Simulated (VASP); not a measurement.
A run of VASP 6.6.1 is set up as follows.

File POSCAR:

```
Mg
1.0
    3.0502998005      0.0000000000      0.0000000000
   -1.5251499003      2.6416371164      0.0000000000
    0.0000000000      0.0000000000      3.0448375700
Mg
1
Direct
    0.0000000000      0.0000000000      0.0000000000
```

File INCAR.step1:

```
ALGO     = Normal         # electronic algorithm
EDIFF    = 1E-5           # SCF threshold, eV
ENCUT    = 520            # plane-wave cutoff, eV
GGA      = PE             # functional
ISIF     = 2              # what is computed and relaxed
ISMEAR   = -1             # smearing method
LASPH    = True           # aspherical terms in the spheres
LREAL    = False          # projectors in reciprocal space
LWAVE    = True           # write WAVECAR
NBANDS   = 7              # bands
NELM     = 80             # most SCF steps
PREC     = Accurate       # precision mode
SIGMA    = 0.05           # smearing width, eV
```

INCAR.step2

```
AEXX     = 0.25           # exact-exchange fraction
ALGO     = Normal         # electronic algorithm
EDIFF    = 1E-6           # SCF threshold, eV
ENCUT    = 520            # plane-wave cutoff, eV
GGA      = PE             # functional
ISIF     = 2              # what is computed and relaxed
ISMEAR   = -1             # smearing method
ISTART   = 1            
LASPH    = True           # aspherical terms in the spheres
LCHARG   = True           # write CHGCAR
LELF     = True           # ELF
LHFCALC  = True           # exact exchange
LREAL    = False          # projectors in reciprocal space
LVHAR    = True         
LWAVE    = False          # write WAVECAR
NBANDS   = 7              # bands
NELM     = 80             # most SCF steps
PREC     = Accurate       # precision mode
PRECFOCK = Normal       
SIGMA    = 0.05           # smearing width, eV
```

Contents of KPOINTS:

```
k-points
0
Gamma
  6 6 5
```

Potentials or basis: VASP PAW PBE potentials, release 64 (Mg).

Command:

```bash
$ cat potpaw_PBE.64/Mg/POTCAR > POTCAR
$ cp INCAR.step1 INCAR
$ mpirun -np 1 vasp_std > vasp.out
$ cp INCAR.step2 INCAR
$ mpirun -np 1 vasp_std > vasp.out
```

(1) Estimate the band gap on the k mesh.

(2) Estimate the pressure.

Results:

(1) zero (bands 1 and 2 overlap by 5.49 eV).

(2) 1.4 GPa.

Caveat: the k points lie up to 0.41 Å⁻¹ apart, too coarse for converged energies and pressures of a metal; the PAW data sets were made with another functional, which shifts forces and pressure a little.
